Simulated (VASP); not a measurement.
C: single point with PBE+D3(BJ)

Slab: C, a slab with vacuum.

```
C
1.0
     2.51800    0.00000    0.00000
    -1.25900    2.18065    0.00000
     0.00000    0.00000   26.00242
C
2
Direct
  0.66667 0.33333 0.50275
  0.33333 0.66667 0.49725
```

```
Program                : VASP 6.6.1
Task                   : single point
Functional             : PBE
Dispersion             : D3(BJ)
Potentials or basis    : VASP PAW PBE potentials, release 64 (C)
Cutoff                 : 520 eV
k mesh                 : 21 × 21 × 1
Occupations            : gaussian, width 0.1 eV
Spin                   : no spin polarisation
Dipole correction      : yes
Further INCAR settings : ALGO = Normal; EDIFF = 1e-06; NBANDS = 11
```

```yaml
Largest_force: 2.395 eV/Å
Band_gap_on_the_k_mesh: zero (filled and empty bands touch)
Dispersion_energy_per_atom: -0.087 eV
```

Forces in eV/Å, atoms in the order of the input:
```
C    0.000  0.000 -2.395
C    0.000  0.000  2.395
```

Levels at points of the mesh, in eV from the Fermi level:
```csv
k point,band 2,band 3,band 4,band 5,band 6,band 7
"(0.00, 0.00, 0.00)",-7.12,-2.85,-2.85,3.39,4.27,4.53
```

Wall time 2.6 min on 1 thread of Intel(R) Xeon(R) Platinum 8375C CPU @ 2.90GHz (Ice Lake), with other jobs on the host, peak memory 0.28 GiB.
